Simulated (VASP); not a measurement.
Here is a VASP 6.6.1 calculation.

INCAR

```
PREC = Accurate
ENCUT = 600
EDIFF = 1E-6
ISMEAR = 0
SIGMA = 0.1
LREAL = F
LASPH = T
NELM = 100
ALGO = Normal
ISIF = 3
LWAVE = F
LCHARG = F
GGA = PE
IBRION = 2
NSW = 90
EDIFFG = -0.04
```

The input KPOINTS:

```
Automatic mesh
0
Gamma
  4 4 6
```

POSCAR

```
Mo
1.0
    3.9094092970      0.0000000000      0.0000000000
    0.0000000000      6.4811074743      0.0000000000
    0.0000000000      0.0000000000      2.9149754308
Mo
4
Direct
    0.0205000000      0.2500000000      0.6348000000
    0.9795000000      0.7500000000      0.3652000000
    0.4795000000      0.7500000000      0.1348000000
    0.5205000000      0.2500000000      0.8652000000
```

Potentials or basis: VASP PAW PBE potentials, release 64 (Mo_sv).

The run is started by

```bash
$ cat potpaw_PBE.64/Mo_sv/POTCAR > POTCAR
$ mpirun -np 1 vasp_std > vasp.out
```

Task: What does it give for the band gap on the k mesh?

Result: Zero (band 28 reaches 13.25 eV, above the bottom of band 29 at 11.57 eV).

Task: Estimate the relaxed volume.

Result: 16.03 Å³/atom.

Task: Predict the relaxed cell.

Result: a = 5.210 Å, b = 4.662 Å, c = 2.639 Å, α = 90.00°, β = 90.00°, γ = 90.00°.

Task: Estimate the space group after relaxing (to 0.05 Å).

Result: Pnma (No. 62).

Final structure:
```yaml
crystal:
  lattice:
    - [5.21017, 0.00000, 0.00000]
    - [0.00000, 4.66218, 0.00000]
    - [0.00000, 0.00000, 2.63937]
  atoms:
    - { symbol: Mo, position: [0.12664, 0.25000, 0.64019] }
    - { symbol: Mo, position: [0.87336, 0.75000, 0.35980] }
    - { symbol: Mo, position: [0.37336, 0.75000, 0.14020] }
    - { symbol: Mo, position: [0.62664, 0.25000, 0.85981] }
```

Caveat: the k points lie up to 0.40 Å⁻¹ apart in the final cell.
